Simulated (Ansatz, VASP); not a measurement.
**One calculation of Ta, two programs**

Contents of INCAR:

```
PREC = Accurate ; ENCUT = 520
EDIFF = 1E-6 ; ISMEAR = -1
SIGMA = 0.08 ; LREAL = False
LASPH = True ; NELM = 80
ALGO = Normal ; ISIF = 2
LWAVE = False ; LCHARG = False
GGA = PE ; NBANDS = 24
```

The input KPOINTS:

```
Automatic mesh
0
Gamma
  9 9 13
```

POSCAR

```
Ta
1.0
    0.0000000000      3.3195547170     -3.3195547170
   -3.3195547170      0.0000000000      3.3195547170
    1.6597773585      1.6597773585      1.6597773585
Ta
3
Direct
    0.0000000000      0.0000000000      0.0000000000
    0.3333333330      0.6666666670      0.3333333330
    0.6666666670      0.3333333330      0.6666666670
```

Input for Ansatz:

```yaml
crystal:
  lattice:
    - [0.0, 3.319554717, -3.319554717]
    - [-3.319554717, 0.0, 3.319554717]
    - [1.6597773585, 1.6597773585, 1.6597773585]
  atoms:
    - { symbol: Ta, position: [0.0, 0.0, 0.0] }
    - { symbol: Ta, position: [0.333333333, 0.666666667, 0.333333333] }
    - { symbol: Ta, position: [0.666666667, 0.333333333, 0.666666667] }
kpoints:
  mp_grid: { grid: [9, 9, 13] }
scf:
  occupations: { method: fermi_dirac, width: 0.08 }
hamiltonian:
  xc: pbe
  pseudopotentials: { kind: all_electron, lapw: { basis_error: 0.001 } }
output:
  forces: true
  stress: true
  eigenvalues: true
```

Alike in both runs: task single point; functional PBE; k mesh 9 × 9 × 13; occupations fermi-dirac, width 0.08 eV; no spin polarisation.

|  | VASP | Ansatz |
| --- | --- | --- |
| version | VASP 6.6.1 | Ansatz 0.2.0 |
| potentials or method | VASP PAW PBE potentials, release 64 (Ta_pv), cutoff 520 eV | all-electron LAPW, scalar-relativistic |

```csv
,VASP,Ansatz,Ansatz less VASP
pressure (GPa),0.1,0.0,-0.14
```

Ansatz ran all-electron here, and VASP with PAW potentials.

Spin-orbit coupling is off throughout.
